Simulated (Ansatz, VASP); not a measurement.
## GaAs in VASP and in Ansatz

File INCAR:

```
SYSTEM = GaAs
PREC = Accurate
ENCUT = 520
EDIFF = 1E-7
ISMEAR = -1
SIGMA = 0.05
LREAL = .FALSE.
LASPH = .TRUE.
NELM = 80
ALGO = Normal
ISIF = 2
LWAVE = .FALSE.
LCHARG = .FALSE.
GGA = PE
NBANDS = 16
```

KPOINTS

```
Automatic mesh
0
G
  11 11 11
  0 0 0
```

POSCAR

```
GaAs
1.0
    0.0000000000      2.8268500000      2.9116555000
    2.8268500000      0.0000000000      2.9116555000
    2.8268500000      2.8268500000      0.0000000000
Ga As
1 1
Direct
    0.0000000000      0.0000000000      0.0000000000
    0.7500000000      0.7500000000      0.7500000000
```

Input for Ansatz:

```yaml
crystal:
  lattice:
    - [0.0, 2.82685, 2.9116555]
    - [2.82685, 0.0, 2.9116555]
    - [2.82685, 2.82685, 0.0]
  atoms:
    - { symbol: Ga, position: [0.0, 0.0, 0.0] }
    - { symbol: As, position: [0.75, 0.75, 0.75] }
kpoints:
  mp_grid: { grid: [11, 11, 11] }
  band_path:
    path:
      - [0.0, 0.0, 0.0]
      - [0.5, 0.0, 0.5]
      - [0.75, 0.25, 0.5]
      - [0.5, 0.5, 0.5]
      - [0.0, 0.0, 0.0]
      - [0.5, 0.5, 0.0]
      - [0.6321755114, 0.6321755114, 0.2643510227]
      - [0.3678244886, 0.3678244886, 0.7356489773]
      - [0.0, 0.0, 0.0]
    npoints: 5
scf:
  occupations: { method: fermi_dirac, width: 0.05 }
hamiltonian:
  xc: pbe
  pseudopotentials: { kind: all_electron, lapw: { basis_error: 0.0005 } }
output:
  forces: true
  stress: true
  eigenvalues: true
```

Change from the starting cell: zz strain of +3 %.

Alike in both runs: task single point; functional PBE; k mesh 11 × 11 × 11; occupations fermi-dirac, width 0.05 eV; no spin polarisation.

```csv
,VASP,Ansatz
version,VASP 6.6.1,Ansatz 0.2.0
potentials or method,"VASP PAW PBE potentials, release 64 (Ga_d, As), cutoff 520 eV","all-electron LAPW, scalar-relativistic"
```

VASP gave:

| Quantity | Value |
| --- | --- |
| pressure (GPa) | 1.4 |
| traceless stress, the component that is largest in VASP (GPa) | -1.21 |

Problem. Which values does Ansatz return?

Solution. Pressure (GPa): 1.2; traceless stress, the component that is largest in VASP (GPa): -1.21.

Ansatz ran all-electron here, and VASP with PAW potentials.
